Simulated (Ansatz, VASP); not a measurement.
# Br: VASP beside Ansatz

Contents of INCAR:

```
PREC = Accurate
ENCUT = 520
EDIFF = 1E-6
ISMEAR = 0
SIGMA = 0.15
LREAL = F
LASPH = T
NELM = 100
ALGO = Normal
ISIF = 2
LWAVE = F
LCHARG = F
GGA = PE
IVDW = 12
NBANDS = 10
```

The input KPOINTS:

```
regular mesh
0
Gamma
  22 22 22
```

Contents of POSCAR:

```
Br
1.0
   -1.3742500000      1.3742500000      3.0415500000
    1.3742500000     -1.3742500000      3.0415500000
    1.3742500000      1.3742500000     -3.0415500000
Br
1
Direct
    0.0000000000      0.0000000000      0.0000000000
```

Input for Ansatz:

```yaml
crystal:
  lattice:
    - [-1.37425, 1.37425, 3.04155]
    - [1.37425, -1.37425, 3.04155]
    - [1.37425, 1.37425, -3.04155]
  atoms:
    - { symbol: Br, position: [0.0, 0.0, 0.0] }
basis:
  ecutwfc: 420
kpoints:
  mp_grid: { grid: [22, 22, 22] }
hamiltonian:
  xc: pbe
  dispersion: d3bj
scf:
  occupations: { method: gaussian, width: 0.15 }
output:
  forces: true
  stress: true
  eigenvalues: true
```

Alike in both runs: task single point; functional PBE; dispersion D3(BJ); k mesh 22 × 22 × 22; occupations gaussian, width 0.15 eV; no spin polarisation.

```csv
,VASP,Ansatz
version,VASP 6.6.1,Ansatz 0.2.0
potentials or method,"VASP PAW PBE potentials, release 64 (Br), cutoff 520 eV","scalar-relativistic, plane waves, PAW"
valence electrons in the cell,7,7
```

|  | VASP | Ansatz | Ansatz less VASP |
| --- | --- | --- | --- |
| gap on the k mesh at the Fermi level (eV) | none | none | - |
| pressure (GPa) | 7.5 | 7.5 | -0.01 |
| traceless stress, the component that is largest in VASP (GPa) | -0.55 | -0.53 | +0.024 |

A gap of «none» marks a metal or a gap that the smearing closes.
